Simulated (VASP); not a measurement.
Write the native input for VASP 6.6.1 that does the following.

| Property | Result |
| --- | --- |
| Task | single point |
| Functional | PBE |
| Potentials or basis | VASP PAW PBE potentials, release 64 (Co, O) |
| Cutoff | 520 eV |
| k mesh | 10 × 10 × 10 |
| Occupations | fermi-dirac, width 0.05 eV |
| Spin | collinear spin, ferromagnetic start |
| Starting moments | [4.0, 0.0] μB |
| Fixed moment | 4 μB |
| Dipole correction | no |
| Further INCAR settings | ALGO = Normal; EDIFF = 1e-07; NBANDS = 18 |

The structure of CoO lies in POSCAR:

```
CoO
1.0
   -1.5080000000      1.5080000000      2.1072475377
    1.5080000000     -1.5080000000      2.1072475377
    1.5080000000      1.5080000000     -2.1072475377
Co O
1 1
Direct
    0.0000000000      0.0000000000      0.0000000000
    0.5000000000      0.5000000000      0.0000000000
```

These files were run (other wordings do the same):

INCAR

```
  PREC = Accurate
  ENCUT = 520
  EDIFF = 1E-7
  ISMEAR = -1
  SIGMA = 0.05
  LREAL = False
  LASPH = True
  NELM = 150
  ALGO = Normal
  ISIF = 2
  LWAVE = False
  LCHARG = True
  ISPIN = 2
  MAGMOM = 4 0
  LORBIT = 11
  NUPDOWN = 4.0
  LMAXMIX = 4
  GGA = PE
  LELF = True
  LVHAR = True
  NBANDS = 18
```

KPOINTS

```
Automatic mesh
0
Gamma
  10 10 10
```

Potentials or basis: VASP PAW PBE potentials, release 64 (Co, O).

Launch:

```bash
$ cat potpaw_PBE.64/Co/POTCAR potpaw_PBE.64/O/POTCAR > POTCAR
$ mpirun -np 1 vasp_std > vasp.out
```

It gave:

The pressure is 24.3 GPa and the net moment is 4.00 μB per cell. The site moments are Co +3.08; O +0.65 μB and the valence electrons inside the program's atomic spheres are Co 7.71; O 4.97.

Caveat: the cell stands under pressure; the total moment is fixed, so each spin has its own Fermi level and the state may be an excited one; a cell with one magnetic atom can't hold antiferromagnetic order, which such compounds often take.

Run time: 49 s on 1 thread of Intel(R) Xeon(R) Platinum 8488C (Sapphire Rapids), with other jobs on the host, peak memory 0.18 GiB.
